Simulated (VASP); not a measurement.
# Cr (Im-3m) in VASP: a series of runs

Aim: see how the results for Cr move with the level of theory and the settings. Levels: r2SCAN+D3(BJ)+U, PBE. Tasks: single point, vibrations by perturbation theory.

Program: VASP 6.6.1. These are calculated values, not measurements. Logs are shortened: lines on timing, memory, paths and dates and some standing lists are left out, and cuts for length are marked.

## Step 1: The cell of the first run

The structure is cubic, space group Im-3m (No. 229). The conventional cell has a = 2.969 Å, b = 2.969 Å, c = 2.969 Å, α = 90.00°, β = 90.00°, γ = 90.00°. Within 3.4 Å of Cr (site symmetry m-3m) lie 14 Cr at 2.57 to 2.97 Å.

## Step 2: Single point, r2SCAN+D3(BJ)+U, collinear spin, ferromagnetic start

The input, POSCAR:

```
Cr
1.0
   -1.4844496776      1.4844496776      1.4844496776
    1.4844496776     -1.4844496776      1.4844496776
    1.4844496776      1.4844496776     -1.4844496776
Cr
1
Direct
    0.0000000000      0.0000000000      0.0000000000
```

The input, INCAR.step1:

```
PREC = Accurate
ENCUT = 520
ISMEAR = -5
SIGMA = 0.05
LREAL = False
LASPH = True
NELM = 150
ISPIN = 2
MAGMOM = 3
LMAXMIX = 4
LDAU = True
LDAUTYPE = 2
LDAUL = 2
LDAUU = 4.5
LDAUJ = 0
NBANDS = 16
GGA = PE
ALGO = Normal
EDIFF = 1E-4
LWAVE = True
LCHARG = False
```

The input, INCAR.step2:

```
PREC = Accurate
ENCUT = 520
EDIFF = 1E-7
ISMEAR = -5
SIGMA = 0.05
LREAL = False
LASPH = True
NELM = 150
ALGO = Normal
ISIF = 2
LWAVE = False
LCHARG = True
ISPIN = 2
MAGMOM = 3
LORBIT = 11
LMAXMIX = 4
LDAU = True
LDAUTYPE = 2
LDAUL = 2
LDAUU = 4.5
LDAUJ = 0
LDAUPRINT = 1
METAGGA = R2SCAN
LMIXTAU = True
IVDW = 12
VDW_S6 = 1.0
VDW_S8 = 0.78981345
VDW_A1 = 0.49484001
VDW_A2 = 5.73083694
LELF = True
LVHAR = True
NBANDS = 16
ISTART = 1
```

The input, KPOINTS:

```
Automatic mesh
0
Gamma
  12 12 12
```

Potentials or basis: VASP PAW PBE potentials, release 64 (Cr_pv).

Run with:

```
$ cat potpaw_PBE.64/Cr_pv/POTCAR > POTCAR
$ cp INCAR.step1 INCAR
$ mpirun -np 1 vasp_std > vasp.out
$ cp INCAR.step2 INCAR
$ mpirun -np 1 vasp_std > vasp.out
```

OUTCAR:

```text
PREC = Accurate
   ENCUT = 520
   EDIFF = 1E-7
   ISMEAR = -5
   LREAL = False
   LASPH = True
   NELM = 150
   ISIF = 2
   ISPIN = 2
   LORBIT = 11
   METAGGA = R2SCAN
   IVDW = 12
   ISTART = 1
 IVDW          = 12

 ion  position               nearest neighbor table
   1  0.000  0.000  0.000-

  LATTYP: Found a body centered cubic cell.
 ALAT       =     2.9688993552

  Lattice vectors:

 A1 = (  -1.4844496776,   1.4844496776,   1.4844496776)
 A2 = (   1.4844496776,  -1.4844496776,   1.4844496776)
 A3 = (   1.4844496776,   1.4844496776,  -1.4844496776)

Analysis of symmetry for initial positions (statically):
=====================================================================
 Subroutine PRICEL returns:
 Original cell was already a primitive cell.

 Routine SETGRP: Setting up the symmetry group for a
 body centered cubic supercell.

 Subroutine GETGRP returns: Found 48 space group operations
 (whereof 48 operations were pure point group operations)
 out of a pool of 48 trial point group operations.

The static configuration has the point symmetry O_h .

Analysis of symmetry for dynamics (positions and initial velocities):
=====================================================================
 Subroutine PRICEL returns:
 Original cell was already a primitive cell.

 Routine SETGRP: Setting up the symmetry group for a
 body centered cubic supercell.

 Subroutine GETGRP returns: Found 48 space group operations
 (whereof 48 operations were pure point group operations)
 out of a pool of 48 trial point group operations.

The dynamic configuration has the point symmetry O_h .

Analysis of structural, dynamic, and magnetic symmetry:
=====================================================================
 Subroutine PRICEL returns:
 Original cell was already a primitive cell.

 Routine SETGRP: Setting up the symmetry group for a
 body centered cubic supercell.

 Subroutine GETGRP returns: Found 48 space group operations
 (whereof 48 operations were pure point group operations)
 out of a pool of 48 trial point group operations.

The overall configuration has the point symmetry O_h .

 Subroutine INISYM returns: Found 48 space group operations
 (whereof 48 operations are pure point group operations),
 and found     1 'primitive' translations

----------------------------------------------------------------------------------------

                                     Primitive cell

  volume of cell :      13.0845

  direct lattice vectors                    reciprocal lattice vectors
    -1.484449678  1.484449678  1.484449678     0.000000000  0.336825160  0.336825160
     1.484449678 -1.484449678  1.484449678     0.336825160  0.000000000  0.336825160
     1.484449678  1.484449678 -1.484449678     0.336825160  0.336825160  0.000000000

  length of vectors
     2.571142263  2.571142263  2.571142263     0.476342709  0.476342709  0.476342709

  position of ions in fractional coordinates (direct lattice)
     0.000000000  0.000000000  0.000000000

  ion indices of the primitive-cell ions
   primitive index   ion index
                 1           1

----------------------------------------------------------------------------------------

 KPOINTS: Automatic mesh

Automatic generation of k-mesh.
 Grid dimensions read from file:
 generate k-points for:   12   12   12

 Generating k-lattice:

[... 54 lines left out ...]
   PREC   = accura    normal or accurate (medium, high low for compatibility)
   ISTART =      1    job   : 0-new  1-cont  2-samecut
   ICHARG =      0    charge: 1-file 2-atom 10-const
   ISPIN  =      2    spin polarized calculation?
   LNONCOLLINEAR =      F non collinear calculations
   LSORBIT =      F    spin-orbit coupling
   LASPH  =      T    aspherical Exc in radial PAW
   ENCUT  =  520.0 eV  38.22 Ry    6.18 a.u.   4.78  4.78  4.78*2*pi/ulx,y,z
   NELM   =    150;   NELMIN=  2; NELMDL=  0     # of ELM steps
   EDIFF  = 0.1E-06   stopping-criterion for ELM
   LREAL  =      F    real-space projection
   EDIFFG = 0.1E-05   stopping-criterion for IOM
   NSW    =      0    number of steps for IOM
   IBRION =     -1    ionic relax: 0-MD 1-quasi-New 2-CG
   NFREE  =      0    steps in history (QN), initial steepest desc. (CG)
   ISIF   =      2    stress and relaxation
   ISYM   =      2    0-nonsym 1-usesym 2-fastsym
   POTIM  = 0.5000    time-step for ionic-motion
   TEBEG  =    0.0;   TEEND  =   0.0 temperature during run
   PSTRESS=    0.0 pullay stress
   NELECT =      12.0000    total number of electrons
   NUPDOWN=      -1.0000    fix difference up-down
   EMIN   =  10.00;   EMAX   =-10.00  energy-range for DOS
   EFERMI =   0.00;   METHOD = LEGACY
   ISMEAR =    -5;   SIGMA  =   0.05  broadening in eV -4-tet -1-fermi 0-gaus
   EFERMI_NEDOS =   21; number of points for ismear=-14 and -15
   IALGO  =     38    algorithm
   IMIX   =      4    mixing-type and parameters
     AMIX     =   0.40;   BMIX     =  1.00
     AMIX_MAG =   1.60;   BMIX_MAG =  1.00
  volume/ion in A,a.u.               =      13.08        88.30
  Fermi-wavevector in a.u.,A,eV,Ry     =   1.590559  3.005721 34.421077  2.529878
  Thomas-Fermi vector in A             =   2.689235
   LORBIT       =     11    0 simple, 1 ext, 2 COOP (PROOUT), +10 PAW based schemes
 LDA+U is selected, type is set to LDAUTYPE =  2
   angular momentum for each species LDAUL =     2
   U (eV)           for each species LDAUU =   4.5
   J (eV)           for each species LDAUJ =   0.0
   METAGGA = R2SCAN    functional components
   LHFCALC =     F    Hartree Fock is set to
   AEXX    =    0.0000 exact exchange contribution
   IVDW    =    12    specifies the selected vdW correction
   LEPSILON=     F    determine dielectric tensor
   LRPA    =     F    only Hartree local field effects (RPA)
 spin polarized calculation
 Fermi weights with tetrahedron method with Bloechl corrections
  energy-cutoff  :      520.00
  volume of cell :       13.08
 maximum number of plane-waves:       370
   NGX =  9   NGY =  9   NGZ =  9

atom =   1  type =  1  l = 2

 onsite density matrix

spin component  1

  0.7821  0.0000 -0.0000  0.0000 -0.0000
  0.0000  0.7821 -0.0000 -0.0000  0.0000
 -0.0000 -0.0000  0.8887  0.0000  0.0000
  0.0000 -0.0000  0.0000  0.7821  0.0000
 -0.0000  0.0000  0.0000  0.0000  0.8887

spin component  2

  0.0267 -0.0000  0.0000 -0.0000 -0.0000
 -0.0000  0.0267 -0.0000 -0.0000  0.0000
  0.0000 -0.0000  0.0579  0.0000  0.0000
 -0.0000 -0.0000  0.0000  0.0267  0.0000
 -0.0000  0.0000  0.0000  0.0000  0.0579

 occupancies and eigenvectors

  o =  0.0267  v =  0.0000  0.0000  0.0000  0.0000  0.0000 -0.0275 -0.6841 -0.0000 -0.7289  0.0000      0.0000  0.0000  0.0000  0.0000  0.0000  0.0000  0.0000  0.0000  0.0000  0.0000
  o =  0.0267  v =  0.0000  0.0000  0.0000  0.0000  0.0000 -0.0086  0.7293  0.0000 -0.6842 -0.0000      0.0000  0.0000  0.0000  0.0000  0.0000  0.0000  0.0000  0.0000  0.0000  0.0000
  o =  0.0267  v =  0.0000  0.0000  0.0000  0.0000  0.0000  0.9996 -0.0126 -0.0000 -0.0259  0.0000      0.0000  0.0000  0.0000  0.0000  0.0000  0.0000  0.0000  0.0000  0.0000  0.0000
  o =  0.0579  v =  0.0000  0.0000  0.0000  0.0000  0.0000 -0.0000  0.0000 -0.0265  0.0000  0.9996      0.0000  0.0000  0.0000  0.0000  0.0000  0.0000  0.0000  0.0000  0.0000  0.0000
  o =  0.0579  v =  0.0000  0.0000  0.0000  0.0000  0.0000  0.0000 -0.0000  0.9996  0.0000  0.0265      0.0000  0.0000  0.0000  0.0000  0.0000  0.0000  0.0000  0.0000  0.0000  0.0000
  o =  0.7821  v =  1.0000  0.0000  0.0000  0.0000  0.0000  0.0000  0.0000  0.0000  0.0000  0.0000      0.0000  0.0000  0.0000  0.0000  0.0000  0.0000  0.0000  0.0000  0.0000  0.0000
  o =  0.7821  v =  0.0000  0.0656 -0.0000  0.9978  0.0000  0.0000  0.0000  0.0000  0.0000  0.0000      0.0000  0.0000  0.0000  0.0000  0.0000  0.0000  0.0000  0.0000  0.0000  0.0000
  o =  0.7821  v =  0.0000 -0.9978  0.0000  0.0656 -0.0000  0.0000  0.0000  0.0000  0.0000  0.0000      0.0000  0.0000  0.0000  0.0000  0.0000  0.0000  0.0000  0.0000  0.0000  0.0000
  o =  0.8887  v =  0.0000  0.0000  0.0168 -0.0000 -0.9999  0.0000  0.0000  0.0000  0.0000  0.0000      0.0000  0.0000  0.0000  0.0000  0.0000  0.0000  0.0000  0.0000  0.0000  0.0000
  o =  0.8887  v =  0.0000  0.0000  0.9999  0.0000  0.0168  0.0000  0.0000  0.0000  0.0000  0.0000      0.0000  0.0000  0.0000  0.0000  0.0000  0.0000  0.0000  0.0000  0.0000  0.0000

 number of electron      12.0000008 magnetization       4.2242251

 Free energy of the ion-electron system (eV)
  ---------------------------------------------------
  ext. energy  EPLUGINS =         0.00000000
  ---------------------------------------------------
  free energy    TOTEN  =       -10.76887369 eV

  energy without entropy =      -10.76887369  energy(sigma->0) =      -10.76887369

 E-fermi :   9.9255     XC(G=0): -13.7374

 val. band max:       10.1606883502   @ k =   0.5000   0.5000   0.5000
 cond. band min:       9.9155576057   @ k =  -0.4167   0.4167   0.3333
 fundamental gap:     -0.2451307446
 Fermi energy:         9.9255092263

 spin component 1

 k-point     1 :       0.0000    0.0000    0.0000
  band No.  band energies     occupation
      1     -35.0362      1.00000
      2     -35.0362      1.00000
      3     -35.0362      1.00000
      4       0.8146      1.00000
      5       7.0360      1.00000
      6       7.0360      1.00000
[... 895 lines left out ...]
      5      10.9631      0.00000
      6      12.7265      0.00000
[... 8 lines left out ...]
     15      42.8492      0.00000
     16      42.9653      0.00000

 [... further k-points ...]

------------------------ aborting loop because EDIFF is reached ----------------------------------------

 Edisp (eV)   -0.20498

 E8    (eV) :    -0.0717

  FORCE on cell =-STRESS in cart. coord.  units (eV):
  Direction    XX          YY          ZZ          XY          YZ          ZX
  --------------------------------------------------------------------------------------
  -------------------------------------------------------------------------------------
  Total       5.14543     5.14543     5.14543     0.00000     0.00000     0.00000
  in kB     630.05125   630.05125   630.05125     0.00000     0.00000     0.00000
  external pressure =      630.05 kB  Pullay stress =        0.00 kB

 VOLUME and BASIS-vectors are now :
 -----------------------------------------------------------------------------
  energy-cutoff  :      520.00
  volume of cell :       13.08
      direct lattice vectors                 reciprocal lattice vectors
    -1.484449678  1.484449678  1.484449678     0.000000000  0.336825160  0.336825160
     1.484449678 -1.484449678  1.484449678     0.336825160  0.000000000  0.336825160
     1.484449678  1.484449678 -1.484449678     0.336825160  0.336825160  0.000000000

 POSITION                                       TOTAL-FORCE (eV/Angst)
 -----------------------------------------------------------------------------------
      0.00000      0.00000      0.00000        -0.000000      0.000000     -0.000000
 -----------------------------------------------------------------------------------
    total drift:                                0.000000     -0.000000      0.000000

  FREE ENERGIE OF THE ION-ELECTRON SYSTEM (eV)
  ---------------------------------------------------
  free  energy   TOTEN  =       -10.9738543659 eV

  energy  without entropy=      -10.9738543659  energy(sigma->0) =      -10.97385437

 total charge

# of ion       s       p       d       tot
------------------------------------------
    1        0.541   6.288   4.293  11.122

 magnetization (x)

# of ion       s       p       d       tot
------------------------------------------
    1       -0.065   0.083   3.909   3.928
```

It took 3.9 min on 1 thread of Intel Xeon Platinum 8259CL at 2.50GHz (Skylake/Cascade Lake), shared host; peak memory 0.17 GiB.

Results:

| Quantity | Value |
| --- | --- |
| Free energy | -10.9739 eV |
| Pressure | 63.0 GPa |
| Net moment | 4.22 μB per cell |
| Site moments | Cr +3.93 μB |
| Valence electrons inside the program's atomic spheres | Cr 11.12 |
| Dispersion energy per atom | -0.205 eV |

Levels at points of the mesh, in eV from the Fermi level:
Spin up:
```tsv
k point	band 4	band 5	band 6	band 7	band 8	band 9	band 10	band 11	band 12	band 13
(0.00, 0.00, 0.00)	-9.11	-2.89	-2.89	-2.89	-1.59	-1.59	2.42	20.61	20.61	20.61
(0.50, 0.00, 0.00)	-6.20	-4.30	-1.41	-1.33	-0.42	0.59	2.41	7.25	15.41	18.47
(0.50, 0.50, 0.50)	-6.41	-6.41	0.24	0.24	0.24	2.41	8.54	8.54	8.54	14.09
```
Spin down:
```tsv
k point	band 1	band 2	band 3	band 4	band 5	band 6	band 7	band 8
(0.00, 0.00, 0.00)	-39.92	-39.92	-39.92	-7.55	5.16	5.16	5.16	6.99
(0.50, 0.00, 0.00)	-40.69	-40.15	-39.93	-0.97	1.08	3.17	7.10	7.59
(0.50, 0.50, 0.50)	-40.43	-40.42	-40.42	-0.23	-0.23	8.57	8.58	8.58
```

Eigenvalues of the final occupation matrices:
```
    site  spin  trace               eigenvalues
site 1 d     1   4.12  0.78 0.78 0.78 0.89 0.89
site 1 d     2   0.20  0.03 0.03 0.03 0.06 0.06
```

Caveat: three body term missing; the cell stands under pressure; the PAW data sets were made with another functional, which shifts forces and pressure a little; the U is typed as a test and isn't derived for this compound; tetrahedron occupations give inexact forces and stress in metals. The state reached can hang on the start; a lower one may exist.

(Part 1 of 2 ends here.)
